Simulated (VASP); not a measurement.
# Cd (P6_3/mmc) in VASP: further runs

Runs on Cd. Level: PBE. Tasks: single point.

All numbers are computed with VASP 6.6.1; they aren't measurements. Logs are shortened: lines on timing, memory, paths and dates and some standing lists are left out, and cuts for length are marked.

**1. The cell of the first run**

The structure is hexagonal, space group P6_3/mmc (No. 194). Conventional cell: a = 2.979 Å, b = 2.979 Å, c = 5.618 Å, α = 90.00°, β = 90.00°, γ = 120.00°. Cd (site symmetry -6m2) has 12 Cd at 2.98 to 3.29 Å within 3.9 Å.

**2. Single point, PBE**

INCAR

```
  PREC = Accurate
  ENCUT = 520
  EDIFF = 1E-7
  ISMEAR = 0
  SIGMA = 0.05
  LREAL = False
  LASPH = True
  NELM = 80
  ALGO = Normal
  ISIF = 2
  LWAVE = False
  LCHARG = False
  GGA = PE
  NBANDS = 19
```

KPOINTS

```
regular mesh
0
Gamma
  15 15 6
```

POSCAR

```
Cd
1.0
    2.9788700000      0.0000000000      0.0000000000
   -1.4894350000      2.5797770946      0.0000000000
    0.0000000000      0.0000000000      5.6176500000
Cd
2
Direct
    0.3333333333      0.6666666667      0.2500000000
    0.6666666667      0.3333333333      0.7500000000
```

Potentials or basis: VASP PAW PBE potentials, release 64 (Cd).

On the command line:

```console
$ cat potpaw_PBE.64/Cd/POTCAR > POTCAR
$ mpirun -np 1 vasp_std > vasp.out
```

OUTCAR:

```text
PREC = Accurate
   ENCUT = 520
   EDIFF = 1E-7
   ISMEAR = 0
   LREAL = False
   LASPH = True
   NELM = 80
   ISIF = 2
   GGA = PE

 ion  position               nearest neighbor table
   1  0.333  0.667  0.250-   2 3.29   2 3.29   2 3.29   2 3.29   2 3.29   2 3.29
   2  0.667  0.333  0.750-   1 3.29   1 3.29   1 3.29   1 3.29   1 3.29   1 3.29

  LATTYP: Found a hexagonal cell.
 ALAT       =     2.9788700000
 C/A-ratio  =     1.8858325472

  Lattice vectors:

 A1 = (   2.9788700000,   0.0000000000,   0.0000000000)
 A2 = (  -1.4894350000,   2.5797770946,   0.0000000000)
 A3 = (   0.0000000000,   0.0000000000,   5.6176500000)

Analysis of symmetry for initial positions (statically):
=====================================================================
 Subroutine PRICEL returns:
 Original cell was already a primitive cell.

 Routine SETGRP: Setting up the symmetry group for a
 hexagonal supercell.

 Subroutine GETGRP returns: Found 24 space group operations
 (whereof 12 operations were pure point group operations)
 out of a pool of 24 trial point group operations.

The static configuration has the point symmetry D_3d.
 The point group associated with its full space group is D_6h.

Analysis of symmetry for dynamics (positions and initial velocities):
=====================================================================
 Subroutine PRICEL returns:
 Original cell was already a primitive cell.

 Routine SETGRP: Setting up the symmetry group for a
 hexagonal supercell.

 Subroutine GETGRP returns: Found 24 space group operations
 (whereof 12 operations were pure point group operations)
 out of a pool of 24 trial point group operations.

The dynamic configuration has the point symmetry D_3d.
 The point group associated with its full space group is D_6h.

 Subroutine INISYM returns: Found 24 space group operations
 (whereof 12 operations are pure point group operations),
 and found     1 'primitive' translations

----------------------------------------------------------------------------------------

                                     Primitive cell

  volume of cell :      43.1706

  direct lattice vectors                    reciprocal lattice vectors
     2.978870000  0.000000000  0.000000000     0.335697765  0.193815195  0.000000000
    -1.489435000  2.579777095  0.000000000     0.000000000  0.387630389  0.000000000
     0.000000000  0.000000000  5.617650000     0.000000000  0.000000000  0.178010378

  length of vectors
     2.978870000  2.978870000  5.617650000     0.387630390  0.387630389  0.178010378

  position of ions in fractional coordinates (direct lattice)
     0.333333333  0.666666667  0.250000000
     0.666666667  0.333333333  0.750000000

  ion indices of the primitive-cell ions
   primitive index   ion index
                 1           1
                 2           2

----------------------------------------------------------------------------------------

 KPOINTS: regular mesh

Automatic generation of k-mesh.
 Grid dimensions read from file:
 generate k-points for:   15   15    6

 Generating k-lattice:

  Cartesian coordinates                     Fractional coordinates (reciprocal lattice)
     0.022379851  0.012921013  0.000000000     0.066666667  0.000000000  0.000000000
     0.000000000  0.025842026  0.000000000     0.000000000  0.066666667  0.000000000
     0.000000000  0.000000000  0.029668396     0.000000000  0.000000000  0.166666667

  Length of vectors
     0.025842026  0.025842026  0.029668396

  Shift w.r.t. Gamma in fractional coordinates (k-lattice)
     0.000000000  0.000000000  0.000000000

 Subroutine IBZKPT returns following result:
 ===========================================

 Found    108 irreducible k-points:

 Following reciprocal coordinates:
            Coordinates               Weight
  0.000000  0.000000  0.000000      1.000000
  0.066667  0.000000  0.000000      6.000000
  0.133333  0.000000  0.000000      6.000000
  0.200000  0.000000  0.000000      6.000000
  0.266667  0.000000  0.000000      6.000000
  0.333333  0.000000  0.000000      6.000000
[... 16 lines left out ...]
  0.333333  0.200000  0.000000     12.000000
  0.400000  0.200000  0.000000      6.000000
 [... further k-points ...]
   k-points           NKPTS =    108   k-points in BZ     NKDIM =    108   number of bands    NBANDS=     19
   number of dos      NEDOS =    301   number of ions     NIONS =      2
   total plane-waves  NPLWV =  24192
   dimension x,y,z NGX =    24 NGY =   24 NGZ =   42
   dimension x,y,z NGXF=    48 NGYF=   48 NGZF=   84
   ions per type =               2
   NGX,Y,Z   is equivalent  to a cutoff of  13.39, 13.39, 12.43 a.u.
   NGXF,Y,Z  is equivalent  to a cutoff of  26.79, 26.79, 24.86 a.u.
 SYSTEM =  unknown system
   PREC   = accura    normal or accurate (medium, high low for compatibility)
   ISTART =      0    job   : 0-new  1-cont  2-samecut
   ICHARG =      2    charge: 1-file 2-atom 10-const
   ISPIN  =      1    spin polarized calculation?
   LNONCOLLINEAR =      F non collinear calculations
   LSORBIT =      F    spin-orbit coupling
   LASPH  =      T    aspherical Exc in radial PAW
   ENCUT  =  520.0 eV  38.22 Ry    6.18 a.u.   5.54  5.54 10.45*2*pi/ulx,y,z
   NELM   =     80;   NELMIN=  2; NELMDL= -5     # of ELM steps
   EDIFF  = 0.1E-06   stopping-criterion for ELM
   LREAL  =      F    real-space projection
   EDIFFG = 0.1E-05   stopping-criterion for IOM
   NSW    =      0    number of steps for IOM
   IBRION =     -1    ionic relax: 0-MD 1-quasi-New 2-CG
   NFREE  =      0    steps in history (QN), initial steepest desc. (CG)
   ISIF   =      2    stress and relaxation
   ISYM   =      2    0-nonsym 1-usesym 2-fastsym
   POTIM  = 0.5000    time-step for ionic-motion
   TEBEG  =    0.0;   TEEND  =   0.0 temperature during run
   PSTRESS=    0.0 pullay stress
   NELECT =      24.0000    total number of electrons
   NUPDOWN=      -1.0000    fix difference up-down
   EMIN   =  10.00;   EMAX   =-10.00  energy-range for DOS
   EFERMI =   0.00;   METHOD = LEGACY
   ISMEAR =     0;   SIGMA  =   0.05  broadening in eV -4-tet -1-fermi 0-gaus
   EFERMI_NEDOS =   21; number of points for ismear=-14 and -15
   IALGO  =     38    algorithm
   IMIX   =      4    mixing-type and parameters
     AMIX     =   0.40;   BMIX     =  1.00
     AMIX_MAG =   1.60;   BMIX_MAG =  1.00
  volume/ion in A,a.u.               =      21.59       145.66
  Fermi-wavevector in a.u.,A,eV,Ry     =   1.346116  2.543790 24.654136  1.812028
  Thomas-Fermi vector in A             =   2.473974
   LORBIT       =      0    0 simple, 1 ext, 2 COOP (PROOUT), +10 PAW based schemes
   GGA     = PE    functional components
   LHFCALC =     F    Hartree Fock is set to
   AEXX    =    0.0000 exact exchange contribution
   IVDW    =     0    specifies the selected vdW correction
   LEPSILON=     F    determine dielectric tensor
   LRPA    =     F    only Hartree local field effects (RPA)
 non-spin polarized calculation
 Gauss-broadening in eV      SIGMA  =   0.05
  energy-cutoff  :      520.00
  volume of cell :       43.17
 maximum number of plane-waves:      1191
 NGX is ok and might be reduce to    24
   NGX = 11   NGY = 11   NGZ = 21

 number of electron      23.9999993 magnetization

 Free energy of the ion-electron system (eV)
  ---------------------------------------------------
  ext. energy  EPLUGINS =         0.00000000
  ---------------------------------------------------
  free energy    TOTEN  =        -1.47555337 eV

  energy without entropy =       -1.47536081  energy(sigma->0) =       -1.47545709

 E-fermi :   3.0500     XC(G=0): -11.0342

 val. band max:        3.0112364942   @ k =   0.3333   0.3333   0.0000
 cond. band min:       3.1150267585   @ k =   0.4667   0.0667   0.5000
 fundamental gap:      0.1037902643
 Fermi energy:         3.0499611977

 k-point     1 :       0.0000    0.0000    0.0000
  band No.  band energies     occupation
      1      -6.9186      2.00000
      2      -6.6524      2.00000
      3      -6.2927      2.00000
      4      -6.2927      2.00000
      5      -6.2417      2.00000
      6      -6.2417      2.00000
[... 11 lines left out ...]
     18      17.8637      0.00000
     19      18.7040      0.00000

 k-point     2 :       0.0667    0.0000    0.0000
  band No.  band energies     occupation
      1      -6.8723      2.00000
      2      -6.6093      2.00000
      3      -6.3093      2.00000
      4      -6.2579      2.00000
      5      -6.2515      2.00000
      6      -6.2020      2.00000
[... 11 lines left out ...]
     18      17.8399      0.00000
     19      19.1048      0.00000

 k-point     3 :       0.1333    0.0000    0.0000
  band No.  band energies     occupation
      1      -6.7666      2.00000
      2      -6.5291      2.00000
      3      -6.3546      2.00000
      4      -6.2704      2.00000
      5      -6.1335      2.00000
      6      -6.0883      2.00000
[... 11 lines left out ...]
     18      17.5048      0.00000
     19      18.1415      0.00000

 k-point     4 :       0.2000    0.0000    0.0000
  band No.  band energies     occupation
      1      -6.7326      2.00000
      2      -6.4947      2.00000
      3      -6.3766      2.00000
      4      -6.1756      2.00000
      5      -6.0916      2.00000
      6      -5.9548      2.00000
[... 407 lines left out ...]
     18      11.8711      0.00000
     19      12.9752      0.00000

 k-point    23 :       0.3333    0.2000    0.0000
  band No.  band energies     occupation
      1      -6.6731      2.00000
      2      -6.6018      2.00000
      3      -6.4797      2.00000
      4      -6.2306      2.00000
      5      -6.1037      2.00000
      6      -6.0147      2.00000
[... 11 lines left out ...]
     18      11.4748      0.00000
     19      12.6781      0.00000

 k-point    24 :       0.4000    0.2000    0.0000
  band No.  band energies     occupation
      1      -6.6913      2.00000
      2      -6.6236      2.00000
      3      -6.4844      2.00000
      4      -6.1952      2.00000
      5      -6.1673      2.00000
      6      -5.9541      2.00000
[... 11 lines left out ...]
     18      11.3401      0.00000
     19      12.5836      0.00000

 [... further k-points ...]

------------------------ aborting loop because EDIFF is reached ----------------------------------------

  FORCE on cell =-STRESS in cart. coord.  units (eV):
  Direction    XX          YY          ZZ          XY          YZ          ZX
  --------------------------------------------------------------------------------------
  -------------------------------------------------------------------------------------
  Total        0.7658707      0.7658707      0.9805869     -0.0000000      0.0000000      0.0000000
  in kB       28.4235045     28.4235045     36.3921946     -0.0000000      0.0000000      0.0000000
  external PRESSURE =      31.0797346 kB  Pullay stress =       0.0000000 kB

 VOLUME and BASIS-vectors are now :
 -----------------------------------------------------------------------------
  energy-cutoff  :      520.00
  volume of cell :       43.17
      direct lattice vectors                 reciprocal lattice vectors
     2.978870000  0.000000000  0.000000000     0.335697765  0.193815195  0.000000000
    -1.489435000  2.579777095  0.000000000     0.000000000  0.387630389  0.000000000
     0.000000000  0.000000000  5.617650000     0.000000000  0.000000000  0.178010378

 POSITION                                       TOTAL-FORCE (eV/Angst)
 -----------------------------------------------------------------------------------
     -0.00000      1.71985      1.40441        -0.000000      0.000000      0.000000
      1.48944      0.85993      4.21324         0.000000     -0.000000      0.000000
 -----------------------------------------------------------------------------------
    total drift:                               -0.000000      0.000000      0.000000

  FREE ENERGIE OF THE ION-ELECTRON SYSTEM (eV)
  ---------------------------------------------------
  free  energy   TOTEN  =        -1.4755533697 eV

  energy  without entropy=       -1.4753608063  energy(sigma->0) =       -1.47545709
```

It took 21 s on 1 thread of Intel Xeon 6975P-C (Granite Rapids), shared host; peak memory 0.21 GiB.

Results:

```yaml
Free_energy: -1.4756 eV
Pressure: 3.1 GPa
Band_gap_on_the_k_mesh: zero (bands 12 and 13 overlap by 4.58 eV)
```

Stress tensor (GPa, compression positive):
```
2.84 0.00 0.00
0.00 2.84 0.00
0.00 0.00 3.64
```

Caveat: the cell stands under pressure.

**3. Single point, PBE**

INCAR

```
SYSTEM = Cd
ALGO = Fast
EDIFF = 1E-6
ENCUT = 520
GGA = PE
ISIF = 2
ISMEAR = 0
LASPH = .TRUE.
LCHARG = .TRUE.
LELF = .TRUE.
LREAL = .FALSE.
LVHAR = .TRUE.
LWAVE = .FALSE.
NBANDS = 19
NELM = 100
PREC = Accurate
SIGMA = 0.05
```

KPOINTS

```
k-points
0
G
  15 15 6
  0 0 0
```

POSCAR is that of step 2.

Potentials or basis: VASP PAW PBE potentials, release 64 (Cd).

On the command line:

```console
$ cat potpaw_PBE.64/Cd/POTCAR > POTCAR
$ mpirun -np 1 vasp_std > vasp.out
```

It took 24 s on 1 thread of Intel Xeon 6975P-C (Granite Rapids), shared host; peak memory 0.2 GiB.

It converged, with:

- Free energy: -1.4756 eV
- Pressure: 3.1 GPa
- Band gap on the k mesh: zero (bands 12 and 13 overlap by 4.58 eV)

Stress tensor (GPa, compression positive):
```
2.87 0.00 0.00
0.00 2.87 0.00
0.00 0.00 3.67
```

Levels at points of the mesh, in eV from the Fermi level:
```csv
k point,band 10,band 11,band 12,band 13,band 14,band 15
"(0.00, 0.00, 0.00)",-8.56,-8.56,-3.11,-3.10,10.49,14.38
"(0.00, 0.00, 0.50)",-8.67,-7.45,-7.45,3.64,3.64,14.71
```

Caveat: the cell stands under pressure.
